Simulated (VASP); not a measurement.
# Ge (P6_3/mmc) in VASP: single point with r2SCAN

Aim: the single point of Ge with r2SCAN.

All numbers are computed with VASP 6.6.1; they aren't measurements. Logs are shortened: lines on timing, memory, paths and dates and some standing lists are left out, and cuts for length are marked.

## (1) The cell of the first run

It takes space group P6_3/mmc (No. 194, hexagonal). The conventional cell has a = 4.038 Å, b = 4.038 Å, c = 6.571 Å, α = 90.00°, β = 90.00°, γ = 120.00°. Within 3.3 Å of Ge (site symmetry 3m) lie 4 Ge at 2.47 Å.

## (2) Single point, r2SCAN (epitaxial xy strain +1.0%)

POSCAR

```
Ge
1.0
    4.0375913594      0.0000000000      0.0000000000
   -2.0187956797      3.4966566874      0.0000000000
    0.0000000000      0.0000000000      6.5710148446
Ge
4
Direct
    0.3333333333      0.6666666667     -0.0004448524
    0.6666666667      0.3333333333      0.4995551476
    0.3333333333      0.6666666667      0.3754448524
    0.6666666667      0.3333333333      0.8754448524
```

INCAR.step1

```
ALGO = Normal ; EDIFF = 1E-4
ENCUT = 520 ; GGA = PE
ISMEAR = -1 ; LASPH = T
LCHARG = F ; LREAL = F
LWAVE = T ; NBANDS = 36
NELM = 100 ; PREC = Accurate
SIGMA = 0.02
```

INCAR.step2

```
ALGO = Normal ; EDIFF = 1E-6
ENCUT = 520 ; ISIF = 2
ISMEAR = -1 ; ISTART = 1
LASPH = T ; LCHARG = T
LELF = T ; LMIXTAU = T
LREAL = F ; LVHAR = T
LWAVE = F ; METAGGA = R2SCAN
NBANDS = 36 ; NELM = 100
PREC = Accurate ; SIGMA = 0.02
```

KPOINTS

```
k-points
0
Gamma
  12 12 4
```

Potentials or basis: VASP PAW PBE potentials, release 64 (Ge_d).

Launch:

```
$ cat potpaw_PBE.64/Ge_d/POTCAR > POTCAR
$ cp INCAR.step1 INCAR
$ mpirun -np 1 vasp_std > vasp.out
$ cp INCAR.step2 INCAR
$ mpirun -np 1 vasp_std > vasp.out
```

OUTCAR:

```text
EDIFF = 1E-6
   ENCUT = 520
   ISIF = 2
   ISMEAR = -1
   ISTART = 1
   LASPH = T
   LREAL = F
   METAGGA = R2SCAN
   NELM = 100
   PREC = Accurate

 ion  position               nearest neighbor table
   1  0.333  0.667  1.000-   4 2.47   4 2.47   4 2.47   3 2.47
   2  0.667  0.333  0.500-   3 2.47   3 2.47   3 2.47   4 2.47
   3  0.333  0.667  0.375-   2 2.47   2 2.47   2 2.47   1 2.47
   4  0.667  0.333  0.875-   1 2.47   1 2.47   1 2.47   2 2.47

  LATTYP: Found a hexagonal cell.
 ALAT       =     4.0375913594
 C/A-ratio  =     1.6274591111

  Lattice vectors:

 A1 = (   4.0375913594,   0.0000000000,   0.0000000000)
 A2 = (  -2.0187956797,   3.4966566874,   0.0000000000)
 A3 = (   0.0000000000,   0.0000000000,   6.5710148446)

Analysis of symmetry for initial positions (statically):
=====================================================================
 Subroutine PRICEL returns:
 Original cell was already a primitive cell.

 Routine SETGRP: Setting up the symmetry group for a
 hexagonal supercell.

 Subroutine GETGRP returns: Found 24 space group operations
 (whereof  6 operations were pure point group operations)
 out of a pool of 24 trial point group operations.

The static configuration has the point symmetry C_3v.
 The point group associated with its full space group is D_6h.

Analysis of symmetry for dynamics (positions and initial velocities):
=====================================================================
 Subroutine PRICEL returns:
 Original cell was already a primitive cell.

 Routine SETGRP: Setting up the symmetry group for a
 hexagonal supercell.

 Subroutine GETGRP returns: Found 24 space group operations
 (whereof  6 operations were pure point group operations)
 out of a pool of 24 trial point group operations.

The dynamic configuration has the point symmetry C_3v.
 The point group associated with its full space group is D_6h.

 Subroutine INISYM returns: Found 24 space group operations
 (whereof  6 operations are pure point group operations),
 and found     1 'primitive' translations

----------------------------------------------------------------------------------------

                                     Primitive cell

  volume of cell :      92.7701

  direct lattice vectors                    reciprocal lattice vectors
     4.037591359  0.000000000  0.000000000     0.247672414  0.142993735  0.000000000
    -2.018795680  3.496656687  0.000000000     0.000000000  0.285987470  0.000000000
     0.000000000  0.000000000  6.571014845     0.000000000  0.000000000  0.152183494

  length of vectors
     4.037591359  4.037591359  6.571014845     0.285987470  0.285987470  0.152183494

  position of ions in fractional coordinates (direct lattice)
     0.333333333  0.666666667  0.999555148
     0.666666667  0.333333333  0.499555148
     0.333333333  0.666666667  0.375444852
     0.666666667  0.333333333  0.875444852

  ion indices of the primitive-cell ions
   primitive index   ion index
                 1           1
                 2           2
                 3           3
                 4           4

----------------------------------------------------------------------------------------

 KPOINTS: k-points

Automatic generation of k-mesh.
 Grid dimensions read from file:
 generate k-points for:   12   12    4

 Generating k-lattice:

  Cartesian coordinates                     Fractional coordinates (reciprocal lattice)
     0.020639368  0.011916145  0.000000000     0.083333333  0.000000000  0.000000000
     0.000000000  0.023832289  0.000000000     0.000000000  0.083333333  0.000000000
     0.000000000  0.000000000  0.038045874     0.000000000  0.000000000  0.250000000

  Length of vectors
     0.023832289  0.023832289  0.038045874

  Shift w.r.t. Gamma in fractional coordinates (k-lattice)
     0.000000000  0.000000000  0.000000000

 Subroutine IBZKPT returns following result:
 ===========================================

 Found     57 irreducible k-points:

 Following reciprocal coordinates:
            Coordinates               Weight
  0.000000  0.000000  0.000000      1.000000
  0.083333  0.000000  0.000000      6.000000
  0.166667  0.000000  0.000000      6.000000
  0.250000  0.000000  0.000000      6.000000
  0.333333  0.000000  0.000000      6.000000
  0.416667  0.000000  0.000000      6.000000
[... 16 lines left out ...]
  0.250000  0.000000  0.250000     12.000000
  0.333333  0.000000  0.250000     12.000000
 [... further k-points ...]
   k-points           NKPTS =     57   k-points in BZ     NKDIM =     57   number of bands    NBANDS=     36
   number of dos      NEDOS =    301   number of ions     NIONS =      4
   total plane-waves  NPLWV =  45000
   dimension x,y,z NGX =    30 NGY =   30 NGZ =   50
   dimension x,y,z NGXF=    60 NGYF=   60 NGZF=  100
   ions per type =               4
   NGX,Y,Z   is equivalent  to a cutoff of  12.35, 12.35, 12.65 a.u.
   NGXF,Y,Z  is equivalent  to a cutoff of  24.70, 24.70, 25.30 a.u.
 SYSTEM =  unknown system
   PREC   = accura    normal or accurate (medium, high low for compatibility)
   ISTART =      1    job   : 0-new  1-cont  2-samecut
   ICHARG =      0    charge: 1-file 2-atom 10-const
   ISPIN  =      1    spin polarized calculation?
   LNONCOLLINEAR =      F non collinear calculations
   LSORBIT =      F    spin-orbit coupling
   LASPH  =      T    aspherical Exc in radial PAW
   ENCUT  =  520.0 eV  38.22 Ry    6.18 a.u.   7.51  7.51 12.22*2*pi/ulx,y,z
   NELM   =    100;   NELMIN=  2; NELMDL=  0     # of ELM steps
   EDIFF  = 0.1E-05   stopping-criterion for ELM
   LREAL  =      F    real-space projection
   EDIFFG = 0.1E-04   stopping-criterion for IOM
   NSW    =      0    number of steps for IOM
   IBRION =     -1    ionic relax: 0-MD 1-quasi-New 2-CG
   NFREE  =      0    steps in history (QN), initial steepest desc. (CG)
   ISIF   =      2    stress and relaxation
   ISYM   =      2    0-nonsym 1-usesym 2-fastsym
   POTIM  = 0.5000    time-step for ionic-motion
   TEBEG  =    0.0;   TEEND  =   0.0 temperature during run
   PSTRESS=    0.0 pullay stress
   NELECT =      56.0000    total number of electrons
   NUPDOWN=      -1.0000    fix difference up-down
   EMIN   =  10.00;   EMAX   =-10.00  energy-range for DOS
   EFERMI =   0.00;   METHOD = LEGACY
   ISMEAR =    -1;   SIGMA  =   0.02  broadening in eV -4-tet -1-fermi 0-gaus
   EFERMI_NEDOS =   21; number of points for ismear=-14 and -15
   IALGO  =     38    algorithm
   IMIX   =      4    mixing-type and parameters
     AMIX     =   0.40;   BMIX     =  1.00
     AMIX_MAG =   1.60;   BMIX_MAG =  1.00
  volume/ion in A,a.u.               =      23.19       156.51
  Fermi-wavevector in a.u.,A,eV,Ry     =   1.383571  2.614571 26.045222  1.914270
  Thomas-Fermi vector in A             =   2.508157
   LORBIT       =      0    0 simple, 1 ext, 2 COOP (PROOUT), +10 PAW based schemes
   METAGGA = R2SCAN    functional components
   LHFCALC =     F    Hartree Fock is set to
   AEXX    =    0.0000 exact exchange contribution
   IVDW    =     0    specifies the selected vdW correction
   LEPSILON=     F    determine dielectric tensor
   LRPA    =     F    only Hartree local field effects (RPA)
 non-spin polarized calculation
  energy-cutoff  :      520.00
  volume of cell :       92.77
 maximum number of plane-waves:      2539
   NGX = 15   NGY = 15   NGZ = 25

 number of electron      56.0000007 magnetization

 Free energy of the ion-electron system (eV)
  ---------------------------------------------------
  ext. energy  EPLUGINS =         0.00000000
  ---------------------------------------------------
  free energy    TOTEN  =       -55.40924830 eV

  energy without entropy =      -55.40914138  energy(sigma->0) =      -55.40919484

 E-fermi :   4.7115     XC(G=0): -10.6881

 val. band max:        4.5908290120   @ k =   0.0000   0.0000   0.0000
 cond. band min:       4.7121856048   @ k =   0.0000   0.0000   0.0000
 fundamental gap:      0.1213565928
 Fermi energy:         4.7115477400

 k-point     1 :       0.0000    0.0000    0.0000
  band No.  band energies     occupation
      1     -20.9270      2.00000
      2     -20.9270      2.00000
      3     -20.8998      2.00000
      4     -20.8878      2.00000
      5     -20.8878      2.00000
      6     -20.8802      2.00000
[... 28 lines left out ...]
     35       9.4012      0.00000
     36      11.2499      0.00000

 k-point     2 :       0.0833    0.0000    0.0000
  band No.  band energies     occupation
      1     -20.9325      2.00000
      2     -20.9287      2.00000
      3     -20.9036      2.00000
      4     -20.8906      2.00000
      5     -20.8881      2.00000
      6     -20.8739      2.00000
[... 28 lines left out ...]
     35       9.7186      0.00000
     36      11.5483      0.00000

 k-point     3 :       0.1667    0.0000    0.0000
  band No.  band energies     occupation
      1     -20.9417      2.00000
      2     -20.9322      2.00000
      3     -20.9113      2.00000
      4     -20.8967      2.00000
      5     -20.8878      2.00000
      6     -20.8649      2.00000
[... 28 lines left out ...]
     35      10.5504      0.00000
     36      10.8282      0.00000

 k-point     4 :       0.2500    0.0000    0.0000
  band No.  band energies     occupation
      1     -20.9482      2.00000
      2     -20.9353      2.00000
      3     -20.9198      2.00000
      4     -20.9029      2.00000
      5     -20.8851      2.00000
      6     -20.8577      2.00000
[... 28 lines left out ...]
     35      11.2902      0.00000
     36      11.6905      0.00000

 k-point     5 :       0.3333    0.0000    0.0000
  band No.  band energies     occupation
      1     -20.9504      2.00000
      2     -20.9372      2.00000
      3     -20.9281      2.00000
      4     -20.9076      2.00000
      5     -20.8791      2.00000
      6     -20.8526      2.00000
[... 655 lines left out ...]
 k-point    22 :       0.1667    0.0000    0.2500
  band No.  band energies     occupation
      1     -20.9358      2.00000
      2     -20.9281      2.00000
      3     -20.9081      2.00000
      4     -20.9039      2.00000
      5     -20.8942      2.00000
      6     -20.8684      2.00000
[... 28 lines left out ...]
     35      10.0872      0.00000
     36      11.6579      0.00000

 k-point    23 :       0.2500    0.0000    0.2500
  band No.  band energies     occupation
      1     -20.9415      2.00000
      2     -20.9314      2.00000
      3     -20.9155      2.00000
      4     -20.9091      2.00000
      5     -20.8912      2.00000
      6     -20.8613      2.00000
[... 28 lines left out ...]
     35      11.1513      0.00000
     36      11.4620      0.00000

 k-point    24 :       0.3333    0.0000    0.2500
  band No.  band energies     occupation
      1     -20.9432      2.00000
      2     -20.9335      2.00000
      3     -20.9225      2.00000
      4     -20.9130      2.00000
      5     -20.8850      2.00000
      6     -20.8556      2.00000
[... 28 lines left out ...]
     35      12.1046      0.00000
     36      12.2327      0.00000

 [... further k-points ...]
[... 5 lines left out ...]
  --------------------------------------------------------------------------------------
  -------------------------------------------------------------------------------------
  Total       -1.0042469     -1.0042469      0.2002145      0.0000000      0.0000000      0.0000000
  in kB      -17.3437603    -17.3437603      3.4577872      0.0000000      0.0000000      0.0000000
  external PRESSURE =     -10.4099111 kB  Pullay stress =       0.0000000 kB

 VOLUME and BASIS-vectors are now :
 -----------------------------------------------------------------------------
  energy-cutoff  :      520.00
  volume of cell :       92.77
      direct lattice vectors                 reciprocal lattice vectors
     4.037591359  0.000000000  0.000000000     0.247672414  0.142993735  0.000000000
    -2.018795680  3.496656687  0.000000000     0.000000000  0.285987470  0.000000000
     0.000000000  0.000000000  6.571014845     0.000000000  0.000000000  0.152183494

 POSITION                                       TOTAL-FORCE (eV/Angst)
 -----------------------------------------------------------------------------------
     -0.00000      2.33110      6.56809         0.000000      0.000000      0.005742
      2.01880      1.16555      3.28258        -0.000000     -0.000000      0.005742
     -0.00000      2.33110      2.46705         0.000000      0.000000     -0.005742
      2.01880      1.16555      5.75256        -0.000000     -0.000000     -0.005742
 -----------------------------------------------------------------------------------
    total drift:                               -0.000000      0.000000      0.001243

  FREE ENERGIE OF THE ION-ELECTRON SYSTEM (eV)
  ---------------------------------------------------
  free  energy   TOTEN  =       -55.4092483015 eV

  energy  without entropy=      -55.4091413845  energy(sigma->0) =      -55.40919484
```

Wall time 12 min (1 thread of Oxide Virtual Turin-like, shared host); peak memory 0.26 GiB.

Results:

```yaml
Free_energy: -55.4092 eV
Pressure: -1.0 GPa
Largest_force: 0.006 eV/Å
Band_gap_on_the_k_mesh: zero (filled and empty bands touch)
```

Forces in eV/Å, atoms in the order of the input:
```
Ge   0.000  0.000  0.006
Ge   0.000  0.000  0.006
Ge   0.000  0.000 -0.006
Ge   0.000  0.000 -0.006
```

Stress tensor (GPa, compression positive):
```
-1.73  0.00  0.00
 0.00 -1.73  0.00
 0.00  0.00  0.35
```

Caveat: the cell differs from its parent crystal (epitaxial xy strain +1.0%); the PAW data sets were made with another functional, which shifts forces and pressure a little.
